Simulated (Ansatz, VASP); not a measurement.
**KBr: VASP beside Ansatz**

```
K Br
1.0
     0.00000    3.02910    3.29250
     3.02910    0.00000    3.29250
     3.02910    3.02910    0.00000
K Br
1 1
Cartesian
  0.0000 0.0000 0.0000
  3.0291 3.0291 3.2925
```

Change from the starting cell: strain -0.080 along x and y, +0.000 along z, atoms carried along.

Alike in both runs: task single point; functional PBE; k mesh 6 × 6 × 6; occupations gaussian, width 0.05 eV; no spin polarisation.

```csv
,VASP,Ansatz
version,VASP 6.6.1,Ansatz 0.2.0
potentials or method,"VASP PAW PBE potentials, release 64 (K_sv, Br), cutoff 520 eV","scalar-relativistic, plane waves, PAW"
valence electrons in the cell,16,16
```

Ansatz gave:

```
gap on the k mesh at the Fermi level (eV)                     : 4.86
least direct gap on the mesh (eV)                             : 4.86
pressure (GPa)                                                : 5.6
traceless stress, the component that is largest in VASP (GPa) : -3.68
```

Question: Which values does VASP return?

Answer: gap on the k mesh at the Fermi level (eV): 4.86; least direct gap on the mesh (eV): 4.86; pressure (GPa): 5.7; traceless stress, the component that is largest in VASP (GPa): -3.74.

The functional is the same, so the differences come from potentials, cutoffs and numerics.
